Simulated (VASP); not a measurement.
Here is a VASP 6.6.1 calculation.

The input INCAR:

```
SYSTEM = Sr2RePdO6
  ALGO = Normal
  EDIFF = 1E-6
  ENCUT = 520
  GGA = PE
  ISIF = 2
  ISMEAR = -1
  LASPH = .True.
  LCHARG = .False.
  LREAL = .False.
  LWAVE = .False.
  NBANDS = 48
  NELM = 80
  PREC = Accurate
  SIGMA = 0.1
```

File KPOINTS:

```
k-points
0
Gamma
  5 5 5
  0 0 0
```

Contents of POSCAR:

```
Sr2RePdO6
1.0
    0.0000000000      5.5995780000      0.0000000000
    5.5995780000      0.0000000000      0.0000000000
    2.7997890000      2.7997890000     -3.9977730000
Re Pd O Sr
1 1 6 2
Direct
    0.5000000000      0.5000000000      0.0000000000
    0.0000000000      0.0000000000      0.0000000000
    0.2277000000      0.2861000000      0.0000000000
    0.2861000000      0.7723000000      0.0000000000
    0.7723000000      0.7139000000      0.0000000000
    0.7139000000      0.2277000000      0.0000000000
    0.2571000000      0.2571000000      0.4858000000
    0.7429000000      0.7429000000      0.5142000000
    0.7500000000      0.2500000000      0.5000000000
    0.2500000000      0.7500000000      0.5000000000
```

Potentials or basis: VASP PAW PBE potentials, release 64 (Re, Pd, O, Sr_sv).

Command:

```console
$ cat potpaw_PBE.64/Re/POTCAR potpaw_PBE.64/Pd/POTCAR potpaw_PBE.64/O/POTCAR potpaw_PBE.64/Sr_sv/POTCAR > POTCAR
$ mpirun -np 1 vasp_std > vasp.out
```

Problem. Estimate the largest force.

Solution. 1.216 eV/Å.

Problem. What does it give for the pressure?

Solution. 10.1 GPa.

Problem. What does it give for the band gap on the k mesh?

Solution. Zero (an odd number of electrons rules out a gap without spin polarisation).

Forces on the atoms (eV/Å):
```
Re   0.000  0.000  0.000
Pd   0.000  0.000  0.000
O    1.092  0.310  0.000
O   -0.310  1.092  0.000
O   -1.092 -0.310  0.000
O    0.310 -1.092  0.000
O    0.000  0.000  1.216
O    0.000  0.000 -1.216
Sr   0.000  0.000  0.000
Sr   0.000  0.000  0.000
```

Caveat: the cell stands under pressure; spin-orbit coupling is left out, which moves the levels of the heavy elements; an odd number of electrons without spin polarisation forces a metal; a magnetic or distorted state may lie lower.
